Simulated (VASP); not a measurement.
# Hg (Im-3m) in VASP: a series of runs, part 2 of 2

VASP 6.6.1. The steps go on from the part before.

### Step 4. Single point, PBE, non-collinear spin, zero start, spin-orbit coupling (27.31 Å³/atom)

This run uses another cell than the first one, of 27.31 Å³/atom.

INCAR

```
PREC = Accurate ; ENCUT = 520
EDIFF = 1E-7 ; ISMEAR = 0
SIGMA = 0.05 ; LREAL = False
LASPH = True ; NELM = 150
ALGO = Fast ; ISIF = 2
LWAVE = False ; LCHARG = True
LNONCOLLINEAR = True ; MAGMOM = 0 0 0
LORBIT = 11 ; LSORBIT = True
GGA_COMPAT = False ; LORBMOM = True
GGA = PE ; LVHAR = True
NBANDS = 23
```

KPOINTS

```
Automatic mesh
0
Gamma
  16 16 16
```

POSCAR

```
Hg
1.0
   -1.8969977549      1.8969977549      1.8969977549
    1.8969977549     -1.8969977549      1.8969977549
    1.8969977549      1.8969977549     -1.8969977549
Hg
1
Direct
    0.0000000000      0.0000000000      0.0000000000
```

Potentials or basis: VASP PAW PBE potentials, release 64 (Hg).

Command:

```
$ cat potpaw_PBE.64/Hg/POTCAR > POTCAR
$ mpirun -np 1 vasp_ncl > vasp.out
```

OUTCAR:

```text
PREC = Accurate
   ENCUT = 520
   EDIFF = 1E-7
   ISMEAR = 0
   LREAL = False
   LASPH = True
   NELM = 150
   ISIF = 2
   LNONCOLLINEAR = True
   LORBIT = 11
   LSORBIT = True
   GGA = PE

 ion  position               nearest neighbor table
   1  0.000  0.000  0.000-

  LATTYP: Found a body centered cubic cell.
 ALAT       =     3.7939955098

  Lattice vectors:

 A1 = (  -1.8969977549,   1.8969977549,   1.8969977549)
 A2 = (   1.8969977549,  -1.8969977549,   1.8969977549)
 A3 = (   1.8969977549,   1.8969977549,  -1.8969977549)

Analysis of symmetry for initial positions (statically):
=====================================================================
 Subroutine PRICEL returns:
 Original cell was already a primitive cell.

 Routine SETGRP: Setting up the symmetry group for a
 body centered cubic supercell.

 Subroutine GETGRP returns: Found 48 space group operations
 (whereof 48 operations were pure point group operations)
 out of a pool of 48 trial point group operations.

The static configuration has the point symmetry O_h .

Analysis of symmetry for dynamics (positions and initial velocities):
=====================================================================
 Subroutine PRICEL returns:
 Original cell was already a primitive cell.

 Routine SETGRP: Setting up the symmetry group for a
 body centered cubic supercell.

 Subroutine GETGRP returns: Found 48 space group operations
 (whereof 48 operations were pure point group operations)
 out of a pool of 48 trial point group operations.

The dynamic configuration has the point symmetry O_h .

Analysis of structural, dynamic, and magnetic symmetry:
=====================================================================
 Subroutine PRICEL returns:
[... 800 lines left out ...]
  Total        0.0712885      0.0712885      0.0712885     -0.0000000     -0.0000000      0.0000000
  in kB        4.1828231      4.1828231      4.1828231     -0.0000000     -0.0000000      0.0000000
  external PRESSURE =       4.1828231 kB  Pullay stress =       0.0000000 kB

 VOLUME and BASIS-vectors are now :
 -----------------------------------------------------------------------------
  energy-cutoff  :      520.00
  volume of cell :       27.31
      direct lattice vectors                 reciprocal lattice vectors
    -1.896997755  1.896997755  1.896997755     0.000000000  0.263574376  0.263574376
     1.896997755 -1.896997755  1.896997755     0.263574376  0.000000000  0.263574376
     1.896997755  1.896997755 -1.896997755     0.263574376  0.263574376  0.000000000

 POSITION                                       TOTAL-FORCE (eV/Angst)
 -----------------------------------------------------------------------------------
      0.00000      0.00000      0.00000         0.000000      0.000000     -0.000000
 -----------------------------------------------------------------------------------
    total drift:                                0.000000      0.000000      0.000000

  FREE ENERGIE OF THE ION-ELECTRON SYSTEM (eV)
  ---------------------------------------------------
  free  energy   TOTEN  =        -0.4077345226 eV

  energy  without entropy=       -0.4072462196  energy(sigma->0) =       -0.40749037

 orbital moment (x)

 # of ion     p       d       tot
 ----------------------------------------
  1         0.000  -0.000  -0.000
 ----------------------------------------
            0.000  -0.000  -0.000

 orbital moment (y)

 # of ion     p       d       tot
 ----------------------------------------
  1        -0.000   0.000   0.000
 ----------------------------------------
           -0.000   0.000   0.000

 orbital moment (z)

 # of ion     p       d       tot
 ----------------------------------------
  1         0.000   0.000   0.000
 ----------------------------------------
            0.000   0.000   0.000

 Spin-Orbit-Coupling matrix elements

 Ion:    1  E_soc:     -0.4737690
 l=   1
     0.0000000    -0.0111113    -0.0111113
    -0.0111113     0.0000000    -0.0111113
    -0.0111113    -0.0111113     0.0000000
 l=   2
     0.0000000    -0.0139443     0.0000000    -0.0139443    -0.0539060
    -0.0139443     0.0000000    -0.0404295    -0.0139443    -0.0134765
     0.0000000    -0.0404295     0.0000000    -0.0404295     0.0000000
    -0.0139443    -0.0139443    -0.0404295     0.0000000    -0.0134765
    -0.0539060    -0.0134765     0.0000000    -0.0134765     0.0000000
 l=   3
     0.0000000     0.0000000     0.0000000     0.0000000     0.0000000     0.0000000     0.0000000
     0.0000000     0.0000000     0.0000000     0.0000000     0.0000000     0.0000000     0.0000000
     0.0000000     0.0000000     0.0000000     0.0000000     0.0000000     0.0000000     0.0000000
     0.0000000     0.0000000     0.0000000     0.0000000     0.0000000     0.0000000     0.0000000
     0.0000000     0.0000000     0.0000000     0.0000000     0.0000000     0.0000000     0.0000000
     0.0000000     0.0000000     0.0000000     0.0000000     0.0000000     0.0000000     0.0000000
     0.0000000     0.0000000     0.0000000     0.0000000     0.0000000     0.0000000     0.0000000

 total charge

# of ion       s       p       d       tot
------------------------------------------
    1        0.935   0.154   9.338  10.426

 magnetization (x)

# of ion       s       p       d       tot
------------------------------------------
    1        0.000   0.000  -0.000   0.000

 magnetization (y)

# of ion       s       p       d       tot
------------------------------------------
    1       -0.000  -0.000   0.000  -0.000

 magnetization (z)

# of ion       s       p       d       tot
------------------------------------------
    1        0.000  -0.000  -0.000  -0.000
```

Wall time 65 s (1 thread of Intel Xeon Platinum 8488C (Sapphire Rapids), shared host); peak memory 0.28 GiB.

What came out:

- Free energy: -0.4077 eV
- Pressure: 0.4 GPa
- Net moment: 0.00 μB per cell
- Valence electrons inside the program's atomic spheres: Hg 10.43

Moments on the atoms (μB; x, y, z):
```
Hg  0.00 0.00 0.00
```

### Step 5. Overview

| cell | further INCAR settings | pressure (GPa) | moment (μB) |
| --- | --- | --- | --- |
| a = 3.264 Å, angles 109.5°, 1 atom | ALGO = Fast; EDIFF = 1e-06; NBANDS = 23 | 0.7 | 0.00 |
| a = 3.283 Å, angles 109.5°, 1 atom | ALGO = Fast; EDIFF = 1e-06; NBANDS = 23 | 0.5 | 0.00 |
| a = 3.286 Å, angles 109.5°, 1 atom | ALGO = Fast; EDIFF = 1e-07; NBANDS = 23 | 0.4 | 0.00 |

Alike in all rows: task single point; level PBE; potentials or basis VASP PAW PBE potentials, release 64 (Hg); spin non-collinear, zero start, SOC; k mesh 16 × 16 × 16; cutoff (eV) 520; smearing gaussian 0.05 eV.

Absolute energies hang on the potentials; compare differences alone.
